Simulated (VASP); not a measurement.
# Rb4Au3 (Pm-3m) in VASP: notebook

Runs on Rb4Au3. Level: PBE. Tasks: single point.

All numbers are computed with VASP 6.6.1; they aren't measurements. Logs are shortened: lines on timing, memory, paths and dates and some standing lists are left out, and cuts for length are marked.

**1. The cell of the first run**

It takes space group Pm-3m (No. 221, cubic). The conventional cell has a = 7.075 Å, b = 7.075 Å, c = 7.075 Å, α = 90.00°, β = 90.00°, γ = 90.00°. Within 4.6 Å of Rb (site symmetry m-3m) lie 6 Au at 3.54 Å. Within 4.6 Å of Rb (site symmetry 4/mmm) lie 4 Au at 3.54 Å. Within 4.6 Å of Au (site symmetry 4/mmm) lie 6 Rb at 3.54 Å.

**2. Single point, PBE**

Input file INCAR:

```
SYSTEM = Rb4Au3
PREC = Accurate
ENCUT = 520
EDIFF = 1E-6
ISMEAR = 0
SIGMA = 0.1
LREAL = .FALSE.
LASPH = .TRUE.
NELM = 80
ALGO = Fast
ISIF = 2
LWAVE = .FALSE.
LCHARG = .TRUE.
GGA = PE
LELF = .TRUE.
LVHAR = .TRUE.
NBANDS = 44
```

Input file KPOINTS:

```
Automatic mesh
0
G
  4 4 4
  0 0 0
```

Input file POSCAR:

```
Rb4Au3
1.0
    7.0746100000      0.0000000000      0.0000000000
    0.0000000000      7.0746100000      0.0000000000
    0.0000000000      0.0000000000      7.0746100000
Rb Au
4 3
Direct
    0.5000000000      0.5000000000      0.5000000000
    0.5000000000      0.0000000000      0.0000000000
    0.0000000000      0.5000000000      0.0000000000
    0.0000000000      0.0000000000      0.5000000000
    0.5000000000      0.5000000000      0.0000000000
    0.0000000000      0.5000000000      0.5000000000
    0.5000000000      0.0000000000      0.5000000000
```

Potentials or basis: VASP PAW PBE potentials, release 64 (Rb_sv, Au).

The run is started by

```
cat potpaw_PBE.64/Rb_sv/POTCAR potpaw_PBE.64/Au/POTCAR > POTCAR
mpirun -np 1 vasp_std > vasp.out
```

OUTCAR:

```text
SYSTEM = Rb4Au3
   PREC = Accurate
   ENCUT = 520
   EDIFF = 1E-6
   ISMEAR = 0
   LREAL = .FALSE.
   LASPH = .TRUE.
   NELM = 80
   ISIF = 2
   GGA = PE

 ion  position               nearest neighbor table
   1  0.500  0.500  0.500-   5 3.54   6 3.54   7 3.54   5 3.54   7 3.54   6 3.54   2 5.00   3 5.00
                             2 5.00   2 5.00   4 5.00   3 5.00   2 5.00   3 5.00   4 5.00   4 5.00
   2  0.500  0.000  0.000-   5 3.54   7 3.54   7 3.54   5 3.54   3 5.00   1 5.00   4 5.00   4 5.00
                             1 5.00   3 5.00   1 5.00   1 5.00   3 5.00   4 5.00   4 5.00   3 5.00
   3  0.000  0.500  0.000-   5 3.54   6 3.54   6 3.54   5 3.54   2 5.00   1 5.00   4 5.00   4 5.00
                             2 5.00   4 5.00   4 5.00   1 5.00   2 5.00   1 5.00   1 5.00   2 5.00
   4  0.000  0.000  0.500-   6 3.54   7 3.54   6 3.54   7 3.54   2 5.00   2 5.00   3 5.00   1 5.00
                             3 5.00   3 5.00   3 5.00   1 5.00   2 5.00   1 5.00   2 5.00   1 5.00
   5  0.500  0.500  0.000-   1 3.54   2 3.54   3 3.54   1 3.54   2 3.54   3 3.54
   6  0.000  0.500  0.500-   1 3.54   3 3.54   4 3.54   3 3.54   4 3.54   1 3.54
   7  0.500  0.000  0.500-   1 3.54   2 3.54   4 3.54   2 3.54   1 3.54   4 3.54

  LATTYP: Found a simple cubic cell.
 ALAT       =     7.0746100000

  Lattice vectors:

 A1 = (   7.0746100000,   0.0000000000,   0.0000000000)
 A2 = (   0.0000000000,   7.0746100000,   0.0000000000)
 A3 = (   0.0000000000,   0.0000000000,   7.0746100000)

Analysis of symmetry for initial positions (statically):
=====================================================================
 Subroutine PRICEL returns:
 Original cell was already a primitive cell.

 Routine SETGRP: Setting up the symmetry group for a
 simple cubic supercell.

 Subroutine GETGRP returns: Found 48 space group operations
 (whereof 48 operations were pure point group operations)
 out of a pool of 48 trial point group operations.

The static configuration has the point symmetry O_h .

Analysis of symmetry for dynamics (positions and initial velocities):
=====================================================================
 Subroutine PRICEL returns:
 Original cell was already a primitive cell.

 Routine SETGRP: Setting up the symmetry group for a
 simple cubic supercell.

 Subroutine GETGRP returns: Found 48 space group operations
 (whereof 48 operations were pure point group operations)
 out of a pool of 48 trial point group operations.

The dynamic configuration has the point symmetry O_h .

 Subroutine INISYM returns: Found 48 space group operations
 (whereof 48 operations are pure point group operations),
 and found     1 'primitive' translations

----------------------------------------------------------------------------------------

                                     Primitive cell

  volume of cell :     354.0850

  direct lattice vectors                    reciprocal lattice vectors
     7.074610000  0.000000000  0.000000000     0.141350548  0.000000000  0.000000000
     0.000000000  7.074610000  0.000000000     0.000000000  0.141350548  0.000000000
     0.000000000  0.000000000  7.074610000     0.000000000  0.000000000  0.141350548

  length of vectors
     7.074610000  7.074610000  7.074610000     0.141350548  0.141350548  0.141350548

  position of ions in fractional coordinates (direct lattice)
     0.500000000  0.500000000  0.500000000
     0.500000000  0.000000000  0.000000000
     0.000000000  0.500000000  0.000000000
     0.000000000  0.000000000  0.500000000
     0.500000000  0.500000000  0.000000000
     0.000000000  0.500000000  0.500000000
     0.500000000  0.000000000  0.500000000

  ion indices of the primitive-cell ions
   primitive index   ion index
                 1           1
                 2           2
                 3           3
                 4           4
                 5           5
                 6           6
                 7           7

----------------------------------------------------------------------------------------

 KPOINTS: Automatic mesh

Automatic generation of k-mesh.
 Grid dimensions read from file:
 generate k-points for:    4    4    4

 Generating k-lattice:

  Cartesian coordinates                     Fractional coordinates (reciprocal lattice)
     0.035337637  0.000000000  0.000000000     0.250000000  0.000000000  0.000000000
     0.000000000  0.035337637  0.000000000     0.000000000  0.250000000  0.000000000
     0.000000000  0.000000000  0.035337637     0.000000000  0.000000000  0.250000000

  Length of vectors
     0.035337637  0.035337637  0.035337637

  Shift w.r.t. Gamma in fractional coordinates (k-lattice)
     0.000000000  0.000000000  0.000000000

 Subroutine IBZKPT returns following result:
 ===========================================

 Found     10 irreducible k-points:

 Following reciprocal coordinates:
            Coordinates               Weight
  0.000000  0.000000  0.000000      1.000000
  0.250000  0.000000  0.000000      6.000000
  0.500000  0.000000  0.000000      3.000000
  0.250000  0.250000  0.000000     12.000000
  0.500000  0.250000  0.000000     12.000000
  0.500000  0.500000  0.000000      3.000000
  0.250000  0.250000  0.250000      8.000000
  0.500000  0.250000  0.250000     12.000000
  0.500000  0.500000  0.250000      6.000000
  0.500000  0.500000  0.500000      1.000000
   k-points           NKPTS =     10   k-points in BZ     NKDIM =     10   number of bands    NBANDS=     44
   number of dos      NEDOS =    301   number of ions     NIONS =      7
   total plane-waves  NPLWV = 157464
   dimension x,y,z NGX =    54 NGY =   54 NGZ =   54
   dimension x,y,z NGXF=   108 NGYF=  108 NGZF=  108
   ions per type =               4   3
   NGX,Y,Z   is equivalent  to a cutoff of  12.69, 12.69, 12.69 a.u.
   NGXF,Y,Z  is equivalent  to a cutoff of  25.38, 25.38, 25.38 a.u.
 SYSTEM =  Rb4Au3
   PREC   = accura    normal or accurate (medium, high low for compatibility)
   ISTART =      0    job   : 0-new  1-cont  2-samecut
   ICHARG =      2    charge: 1-file 2-atom 10-const
   ISPIN  =      1    spin polarized calculation?
   LNONCOLLINEAR =      F non collinear calculations
   LSORBIT =      F    spin-orbit coupling
   LASPH  =      T    aspherical Exc in radial PAW
   ENCUT  =  520.0 eV  38.22 Ry    6.18 a.u.  13.15 13.15 13.15*2*pi/ulx,y,z
   NELM   =     80;   NELMIN=  2; NELMDL= -5     # of ELM steps
   EDIFF  = 0.1E-05   stopping-criterion for ELM
   LREAL  =      F    real-space projection
   EDIFFG = 0.1E-04   stopping-criterion for IOM
   NSW    =      0    number of steps for IOM
   IBRION =     -1    ionic relax: 0-MD 1-quasi-New 2-CG
   NFREE  =      0    steps in history (QN), initial steepest desc. (CG)
   ISIF   =      2    stress and relaxation
   ISYM   =      2    0-nonsym 1-usesym 2-fastsym
   POTIM  = 0.5000    time-step for ionic-motion
   TEBEG  =    0.0;   TEEND  =   0.0 temperature during run
   PSTRESS=    0.0 pullay stress
   NELECT =      69.0000    total number of electrons
   NUPDOWN=      -1.0000    fix difference up-down
   EMIN   =  10.00;   EMAX   =-10.00  energy-range for DOS
   EFERMI =   0.00;   METHOD = LEGACY
   ISMEAR =     0;   SIGMA  =   0.10  broadening in eV -4-tet -1-fermi 0-gaus
   EFERMI_NEDOS =   21; number of points for ismear=-14 and -15
   IALGO  =     68    algorithm
   IMIX   =      4    mixing-type and parameters
     AMIX     =   0.40;   BMIX     =  1.00
     AMIX_MAG =   1.60;   BMIX_MAG =  1.00
  volume/ion in A,a.u.               =      50.58       341.35
  Fermi-wavevector in a.u.,A,eV,Ry     =   0.949122  1.793580 12.256570  0.900833
  Thomas-Fermi vector in A             =   2.077375
   LORBIT       =      0    0 simple, 1 ext, 2 COOP (PROOUT), +10 PAW based schemes
   GGA     = PE    functional components
   LHFCALC =     F    Hartree Fock is set to
   AEXX    =    0.0000 exact exchange contribution
   IVDW    =     0    specifies the selected vdW correction
   LEPSILON=     F    determine dielectric tensor
   LRPA    =     F    only Hartree local field effects (RPA)
 non-spin polarized calculation
 RMM-DIIS sequential band-by-band and
 Gauss-broadening in eV      SIGMA  =   0.10
  energy-cutoff  :      520.00
  volume of cell :      354.08
 maximum number of plane-waves:      9627
 NGX is ok and might be reduce to    54
   NGX = 27   NGY = 27   NGZ = 27

 number of electron      69.0000009 magnetization

 Free energy of the ion-electron system (eV)
  ---------------------------------------------------
  ext. energy  EPLUGINS =         0.00000000
  ---------------------------------------------------
  free energy    TOTEN  =       -14.89447200 eV

  energy without entropy =      -14.85830470  energy(sigma->0) =      -14.87638835

 E-fermi :   1.3342     XC(G=0):  -6.8162

 val. band max:        1.3058575016   @ k =   0.5000   0.2500   0.0000
 cond. band min:       1.3396681089   @ k =   0.5000   0.2500   0.2500
 fundamental gap:      0.0338106073
 Fermi energy:         1.3341829837

 k-point     1 :       0.0000    0.0000    0.0000
  band No.  band energies     occupation
      1     -27.0223      2.00000
      2     -27.0177      2.00000
      3     -27.0177      2.00000
      4     -26.4943      2.00000
      5     -11.2212      2.00000
      6     -11.2212      2.00000
[... 36 lines left out ...]
     43       4.5226      0.00000
     44       4.5232      0.00000

 k-point     2 :       0.2500    0.0000    0.0000
  band No.  band energies     occupation
      1     -27.0217      2.00000
      2     -27.0183      2.00000
      3     -27.0177      2.00000
      4     -26.4942      2.00000
      5     -11.2183      2.00000
      6     -11.2183      2.00000
[... 36 lines left out ...]
     43       4.3395      0.00000
     44       4.8072      0.00000

 k-point     3 :       0.5000    0.0000    0.0000
  band No.  band energies     occupation
      1     -27.0207      2.00000
      2     -27.0193      2.00000
      3     -27.0176      2.00000
      4     -26.4941      2.00000
      5     -11.2154      2.00000
      6     -11.2154      2.00000
[... 36 lines left out ...]
     43       4.5434      0.00000
     44       4.6899      0.00000

 k-point     4 :       0.2500    0.2500    0.0000
  band No.  band energies     occupation
      1     -27.0211      2.00000
      2     -27.0184      2.00000
      3     -27.0180      2.00000
      4     -26.4941      2.00000
      5     -11.2302      2.00000
      6     -11.2156      2.00000
[... 36 lines left out ...]
     43       4.0303      0.00000
     44       4.5577      0.00000

 k-point     5 :       0.5000    0.2500    0.0000
  band No.  band energies     occupation
      1     -27.0202      2.00000
      2     -27.0192      2.00000
      3     -27.0180      2.00000
      4     -26.4941      2.00000
      5     -11.2339      2.00000
      6     -11.2128      2.00000
[... 36 lines left out ...]
     43       3.8791      0.00000
     44       4.2643      0.00000

 k-point     6 :       0.5000    0.5000    0.0000
  band No.  band energies     occupation
      1     -27.0191      2.00000
      2     -27.0191      2.00000
      3     -27.0190      2.00000
      4     -26.4940      2.00000
      5     -11.2420      2.00000
      6     -11.2101      2.00000
[... 36 lines left out ...]
     43       3.9866      0.00000
     44       4.2270      0.00000

 k-point     7 :       0.2500    0.2500    0.2500
  band No.  band energies     occupation
      1     -27.0207      2.00000
      2     -27.0184      2.00000
      3     -27.0184      2.00000
      4     -26.4941      2.00000
      5     -11.2442      2.00000
      6     -11.1982      2.00000
[... 36 lines left out ...]
     43       4.1318      0.00000
     44       4.4288      0.00000

 k-point     8 :       0.5000    0.2500    0.2500
  band No.  band energies     occupation
      1     -27.0198      2.00000
      2     -27.0191      2.00000
      3     -27.0183      2.00000
      4     -26.4940      2.00000
      5     -11.2513      2.00000
      6     -11.1963      2.00000
[... 36 lines left out ...]
     43       3.9993      0.00000
     44       4.2621      0.00000

 k-point     9 :       0.5000    0.5000    0.2500
  band No.  band energies     occupation
      1     -27.0191      2.00000
      2     -27.0191      2.00000
      3     -27.0190      2.00000
      4     -26.4939      2.00000
      5     -11.2611      2.00000
      6     -11.1913      2.00000
[... 36 lines left out ...]
     43       3.8749      0.00000
     44       4.0905      0.00000

 k-point    10 :       0.5000    0.5000    0.5000
  band No.  band energies     occupation
      1     -27.0190      2.00000
      2     -27.0190      2.00000
      3     -27.0190      2.00000
      4     -26.4939      2.00000
      5     -11.2731      2.00000
      6     -11.1796      2.00000
[... 36 lines left out ...]
     43       3.9722      0.00000
     44       3.9722      0.00000

------------------------ aborting loop because EDIFF is reached ----------------------------------------

  FORCE on cell =-STRESS in cart. coord.  units (eV):
  Direction    XX          YY          ZZ          XY          YZ          ZX
  --------------------------------------------------------------------------------------
  -------------------------------------------------------------------------------------
  Total       -0.0272903     -0.0272903     -0.0272903      0.0000000      0.0000000     -0.0000000
  in kB       -0.1234841     -0.1234841     -0.1234841      0.0000000      0.0000000     -0.0000000
  external PRESSURE =      -0.1234841 kB  Pullay stress =       0.0000000 kB

 VOLUME and BASIS-vectors are now :
 -----------------------------------------------------------------------------
  energy-cutoff  :      520.00
  volume of cell :      354.08
      direct lattice vectors                 reciprocal lattice vectors
     7.074610000  0.000000000  0.000000000     0.141350548  0.000000000  0.000000000
     0.000000000  7.074610000  0.000000000     0.000000000  0.141350548  0.000000000
     0.000000000  0.000000000  7.074610000     0.000000000  0.000000000  0.141350548

 POSITION                                       TOTAL-FORCE (eV/Angst)
 -----------------------------------------------------------------------------------
      3.53730      3.53730      3.53730         0.000000      0.000000      0.000000
      3.53730      0.00000      0.00000         0.000000      0.000000      0.000000
      0.00000      3.53730      0.00000         0.000000      0.000000      0.000000
      0.00000      0.00000      3.53730         0.000000      0.000000      0.000000
      3.53730      3.53730      0.00000         0.000000      0.000000      0.000000
      0.00000      3.53730      3.53730         0.000000      0.000000      0.000000
      3.53730      0.00000      3.53730         0.000000      0.000000      0.000000
 -----------------------------------------------------------------------------------
    total drift:                                0.000000     -0.000000      0.000000

  FREE ENERGIE OF THE ION-ELECTRON SYSTEM (eV)
  ---------------------------------------------------
  free  energy   TOTEN  =       -14.8944719977 eV

  energy  without entropy=      -14.8583047017  energy(sigma->0) =      -14.87638835
```

It took 4.4 min on 1 thread of AMD EPYC 7R43 (Zen 3), shared host; peak memory 0.41 GiB.

What came out:

```
Free energy : -14.8945 eV
Pressure    : 0.0 GPa
```

Caveat: spin-orbit coupling is left out, which moves the levels of the heavy elements.

**3. Single point, PBE**

Input file INCAR:

```
SYSTEM = Rb4Au3
  ALGO = Fast
  EDIFF = 1E-6
  ENCUT = 520
  GGA = PE
  ISIF = 2
  ISMEAR = 0
  LASPH = .True.
  LCHARG = .False.
  LREAL = .False.
  LWAVE = .False.
  NBANDS = 44
  NELM = 60
  PREC = Accurate
  SIGMA = 0.1
```

Input file KPOINTS:

```
k-points
0
Gamma
  6 6 6
  0 0 0
```

POSCAR is that of step 2.

Potentials or basis: VASP PAW PBE potentials, release 64 (Rb_sv, Au).

The run is started by

```
cat potpaw_PBE.64/Rb_sv/POTCAR potpaw_PBE.64/Au/POTCAR > POTCAR
mpirun -np 1 vasp_std > vasp.out
```

Run time: 8.8 min. Hardware: 1 thread of AMD EPYC 7R43 (Zen 3), shared host; peak memory 0.49 GiB.

Results (log left out):

| Quantity | Value |
| --- | --- |
| Free energy | -14.8904 eV |
| Pressure | 0.0 GPa |

Levels at points of the mesh, in eV from the Fermi level:
```csv
k point,band 31,band 32,band 33,band 34,band 35,band 36,band 37,band 38
"(0.00, 0.00, 0.00)",-3.33,-3.33,-2.79,-2.79,0.37,1.10,1.10,1.10
"(0.50, 0.00, 0.00)",-3.33,-3.26,-3.04,-2.58,0.09,1.37,1.37,1.76
"(0.50, 0.50, 0.00)",-3.39,-2.82,-2.76,-2.76,-0.29,0.81,0.99,0.99
"(0.50, 0.50, 0.50)",-3.37,-2.49,-2.49,-2.49,-0.18,-0.10,-0.10,-0.10
```

Caveat: spin-orbit coupling is left out, which moves the levels of the heavy elements.
